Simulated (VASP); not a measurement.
# Tl3Cu (Pm-3m) in VASP: further runs

The runs below take Tl3Cu through single point, relaxation of cell and atoms, with PBE.

Program: VASP 6.6.1. These are calculated values, not measurements. Logs are shortened: lines on timing, memory, paths and dates and some standing lists are left out, and cuts for length are marked.

## (1) The cell of the first run

Symmetry: Pm-3m, No. 221, cubic system. The conventional cell has a = 4.607 Å, b = 4.607 Å, c = 4.607 Å, α = 90.00°, β = 90.00°, γ = 90.00°. Within 4.3 Å of Tl (site symmetry 4/mmm) lie 8 Tl at 3.26 Å and 4 Cu at 3.26 Å. Cu (site symmetry m-3m) has 12 Tl at 3.26 Å within 4.3 Å.

## (2) Single point, PBE

Input file INCAR:

```
  ALGO = Fast
  EDIFF = 1E-7
  ENCUT = 520
  GGA = PE
  ISIF = 2
  ISMEAR = 0
  LASPH = True
  LCHARG = True
  LELF = True
  LREAL = False
  LVHAR = True
  LWAVE = False
  NBANDS = 33
  NELM = 100
  PREC = Accurate
  SIGMA = 0.1
```

Input file KPOINTS:

```
k-points
0
Gamma
  4 4 4
```

Input file POSCAR:

```
Tl3Cu
1.0
    4.6069909821      0.0000000000      0.0000000000
    0.0000000000      4.6069909821      0.0000000000
    0.0000000000      0.0000000000      4.6069909821
Tl Cu
3 1
Direct
    0.0000000000      0.5000000000      0.5000000000
    0.5000000000      0.0000000000      0.5000000000
    0.5000000000      0.5000000000      0.0000000000
    0.0000000000      0.0000000000      0.0000000000
```

Potentials or basis: VASP PAW PBE potentials, release 64 (Tl_d, Cu).

Run with:

```sh
> cat potpaw_PBE.64/Tl_d/POTCAR potpaw_PBE.64/Cu/POTCAR > POTCAR
> mpirun -np 1 vasp_std > vasp.out
```

OUTCAR:

```text
EDIFF = 1E-7
   ENCUT = 520
   GGA = PE
   ISIF = 2
   ISMEAR = 0
   LASPH = True
   LREAL = False
   NELM = 100
   PREC = Accurate

 ion  position               nearest neighbor table
   1  0.000  0.500  0.500-   2 3.26   3 3.26   4 3.26   3 3.26   4 3.26   2 3.26   4 3.26   4 3.26
                             2 3.26   3 3.26   3 3.26   2 3.26
   2  0.500  0.000  0.500-   1 3.26   3 3.26   4 3.26   3 3.26   4 3.26   1 3.26   3 3.26   3 3.26
                             1 3.26   4 3.26   4 3.26   1 3.26
   3  0.500  0.500  0.000-   1 3.26   2 3.26   4 3.26   1 3.26   2 3.26   2 3.26   4 3.26   2 3.26
                             1 3.26   4 3.26   1 3.26   4 3.26
   4  0.000  0.000  0.000-   1 3.26   2 3.26   3 3.26   1 3.26   2 3.26   1 3.26   3 3.26   1 3.26
                             2 3.26   3 3.26   2 3.26   3 3.26

  LATTYP: Found a simple cubic cell.
 ALAT       =     4.6069909821

  Lattice vectors:

 A1 = (   4.6069909821,   0.0000000000,   0.0000000000)
 A2 = (   0.0000000000,   4.6069909821,   0.0000000000)
 A3 = (   0.0000000000,   0.0000000000,   4.6069909821)

Analysis of symmetry for initial positions (statically):
=====================================================================
 Subroutine PRICEL returns:
 Original cell was already a primitive cell.

 Routine SETGRP: Setting up the symmetry group for a
 simple cubic supercell.

 Subroutine GETGRP returns: Found 48 space group operations
 (whereof 48 operations were pure point group operations)
 out of a pool of 48 trial point group operations.

The static configuration has the point symmetry O_h .

Analysis of symmetry for dynamics (positions and initial velocities):
=====================================================================
 Subroutine PRICEL returns:
 Original cell was already a primitive cell.

 Routine SETGRP: Setting up the symmetry group for a
 simple cubic supercell.

 Subroutine GETGRP returns: Found 48 space group operations
 (whereof 48 operations were pure point group operations)
 out of a pool of 48 trial point group operations.

The dynamic configuration has the point symmetry O_h .

 Subroutine INISYM returns: Found 48 space group operations
 (whereof 48 operations are pure point group operations),
 and found     1 'primitive' translations

----------------------------------------------------------------------------------------

[... 80 lines left out ...]
   NELM   =    100;   NELMIN=  2; NELMDL= -5     # of ELM steps
   EDIFF  = 0.1E-06   stopping-criterion for ELM
   LREAL  =      F    real-space projection
   EDIFFG = 0.1E-05   stopping-criterion for IOM
   NSW    =      0    number of steps for IOM
   IBRION =     -1    ionic relax: 0-MD 1-quasi-New 2-CG
   NFREE  =      0    steps in history (QN), initial steepest desc. (CG)
   ISIF   =      2    stress and relaxation
   ISYM   =      2    0-nonsym 1-usesym 2-fastsym
   POTIM  = 0.5000    time-step for ionic-motion
   TEBEG  =    0.0;   TEEND  =   0.0 temperature during run
   PSTRESS=    0.0 pullay stress
   NELECT =      50.0000    total number of electrons
   NUPDOWN=      -1.0000    fix difference up-down
   EMIN   =  10.00;   EMAX   =-10.00  energy-range for DOS
   EFERMI =   0.00;   METHOD = LEGACY
   ISMEAR =     0;   SIGMA  =   0.10  broadening in eV -4-tet -1-fermi 0-gaus
   EFERMI_NEDOS =   21; number of points for ismear=-14 and -15
   IALGO  =     68    algorithm
   IMIX   =      4    mixing-type and parameters
     AMIX     =   0.40;   BMIX     =  1.00
     AMIX_MAG =   1.60;   BMIX_MAG =  1.00
  volume/ion in A,a.u.               =      24.45       164.96
  Fermi-wavevector in a.u.,A,eV,Ry     =   1.309124  2.473886 23.317743  1.713806
  Thomas-Fermi vector in A             =   2.439744
   LORBIT       =      0    0 simple, 1 ext, 2 COOP (PROOUT), +10 PAW based schemes
   GGA     = PE    functional components
   LHFCALC =     F    Hartree Fock is set to
   AEXX    =    0.0000 exact exchange contribution
   IVDW    =     0    specifies the selected vdW correction
   LEPSILON=     F    determine dielectric tensor
   LRPA    =     F    only Hartree local field effects (RPA)
 non-spin polarized calculation
 RMM-DIIS sequential band-by-band and
 Gauss-broadening in eV      SIGMA  =   0.10
  energy-cutoff  :      520.00
  volume of cell :       97.78
 maximum number of plane-waves:      2666
 NGX is ok and might be reduce to    36
   NGX = 17   NGY = 17   NGZ = 17

 number of electron      49.9999969 magnetization

 Free energy of the ion-electron system (eV)
  ---------------------------------------------------
  ext. energy  EPLUGINS =         0.00000000
  ---------------------------------------------------
  free energy    TOTEN  =        -9.28465229 eV

  energy without entropy =       -9.27285490  energy(sigma->0) =       -9.27875360

 E-fermi :   6.7023     XC(G=0): -10.5348

 val. band max:        6.6923005486   @ k =   0.2500   0.2500   0.0000
 cond. band min:       6.7885298036   @ k =   0.5000   0.0000   0.0000
 fundamental gap:      0.0962292550
 Fermi energy:         6.7023071770

 k-point     1 :       0.0000    0.0000    0.0000
  band No.  band energies     occupation
      1      -5.5176      2.00000
      2      -5.4037      2.00000
      3      -5.4037      2.00000
      4      -5.4037      2.00000
      5      -5.0836      2.00000
      6      -5.0836      2.00000
[... 349 lines left out ...]
     32      16.8955      0.00000
     33      17.2336      0.00000

------------------------ aborting loop because EDIFF is reached ----------------------------------------

  FORCE on cell =-STRESS in cart. coord.  units (eV):
  Direction    XX          YY          ZZ          XY          YZ          ZX
  --------------------------------------------------------------------------------------
  -------------------------------------------------------------------------------------
  Total        1.5912834      1.5912834      1.5912834      0.0000000      0.0000000      0.0000000
  in kB       26.0739019     26.0739019     26.0739019      0.0000000      0.0000000      0.0000000
  external PRESSURE =      26.0739019 kB  Pullay stress =       0.0000000 kB

 VOLUME and BASIS-vectors are now :
 -----------------------------------------------------------------------------
  energy-cutoff  :      520.00
  volume of cell :       97.78
      direct lattice vectors                 reciprocal lattice vectors
     4.606990982  0.000000000  0.000000000     0.217061419  0.000000000  0.000000000
     0.000000000  4.606990982  0.000000000     0.000000000  0.217061419  0.000000000
     0.000000000  0.000000000  4.606990982     0.000000000  0.000000000  0.217061419

 POSITION                                       TOTAL-FORCE (eV/Angst)
 -----------------------------------------------------------------------------------
      0.00000      2.30350      2.30350         0.000000      0.000000      0.000000
      2.30350      0.00000      2.30350         0.000000      0.000000      0.000000
      2.30350      2.30350      0.00000         0.000000      0.000000      0.000000
      0.00000      0.00000      0.00000         0.000000      0.000000      0.000000
 -----------------------------------------------------------------------------------
    total drift:                                0.000000      0.000000      0.000000

  FREE ENERGIE OF THE ION-ELECTRON SYSTEM (eV)
  ---------------------------------------------------
  free  energy   TOTEN  =        -9.2846522941 eV

  energy  without entropy=       -9.2728549033  energy(sigma->0) =       -9.27875360
```

It took 23 s on 1 thread of Intel Xeon Platinum 8488C (Sapphire Rapids), shared host; peak memory 0.2 GiB.

Results:

```
Free energy            : -9.2847 eV
Pressure               : 2.6 GPa
Band gap on the k mesh : zero (bands 25 and 26 overlap by 3.42 eV)
```

Caveat: spin-orbit coupling is left out, which moves the levels of the heavy elements.

## (3) Single point, PBE

This run uses another cell than the first one, of 26.22 Å³/atom.

Input file INCAR:

```
SYSTEM = Tl3Cu
PREC = Accurate ; ENCUT = 520
EDIFF = 1E-6 ; ISMEAR = 0
SIGMA = 0.1 ; LREAL = .False.
LASPH = .True. ; NELM = 100
ALGO = Fast ; ISIF = 2
LWAVE = .False. ; LCHARG = .True.
GGA = PE ; LELF = .True.
LVHAR = .True. ; NBANDS = 33
```

Input file KPOINTS:

```
regular mesh
0
Gamma
  10 10 10
  0 0 0
```

Input file POSCAR:

```
Tl3Cu
1.0
    4.7158267348      0.0000000000      0.0000000000
    0.0000000000      4.7158267348      0.0000000000
    0.0000000000      0.0000000000      4.7158267348
Tl Cu
3 1
Direct
    0.0000000000      0.5000000000      0.5000000000
    0.5000000000      0.0000000000      0.5000000000
    0.5000000000      0.5000000000      0.0000000000
    0.0000000000      0.0000000000      0.0000000000
```

Potentials or basis: VASP PAW PBE potentials, release 64 (Tl_d, Cu).

Run with:

```sh
> cat potpaw_PBE.64/Tl_d/POTCAR potpaw_PBE.64/Cu/POTCAR > POTCAR
> mpirun -np 1 vasp_std > vasp.out
```

Wall time 1.8 min (1 thread of Intel Xeon Platinum 8488C (Sapphire Rapids), shared host); peak memory 0.31 GiB.

Results (log left out):

| Quantity | Value |
| --- | --- |
| Free energy | -9.2372 eV |
| Pressure | 0.0 GPa |
| Band gap on the k mesh | zero (bands 25 and 26 overlap by 3.19 eV) |

Levels at points of the mesh, in eV from the Fermi level:
| k point | band 21 | band 22 | band 23 | band 24 | band 25 | band 26 | band 27 | band 28 | band 29 | band 30 |
| --- | --- | --- | --- | --- | --- | --- | --- | --- | --- | --- |
| (0.00, 0.00, 0.00) | -2.01 | -1.70 | -1.70 | -1.31 | -1.31 | -1.31 | 0.63 | 4.84 | 4.84 | 4.84 |
| (0.50, 0.00, 0.00) | -2.20 | -2.01 | -2.01 | -0.10 | 0.80 | 0.80 | 1.61 | 1.61 | 2.84 | 2.94 |
| (0.50, 0.50, 0.00) | -2.16 | -2.00 | -1.91 | -1.86 | 1.40 | 2.33 | 2.33 | 2.81 | 3.11 | 3.11 |
| (0.50, 0.50, 0.50) | -2.22 | -2.22 | -1.97 | -1.97 | -1.79 | -1.79 | -1.79 | -0.65 | 8.96 | 8.96 |

Caveat: spin-orbit coupling is left out, which moves the levels of the heavy elements.

[end of part 1 of 2]

The gap in the log of VASP goes by the Fermi energy; the results here count the filled bands.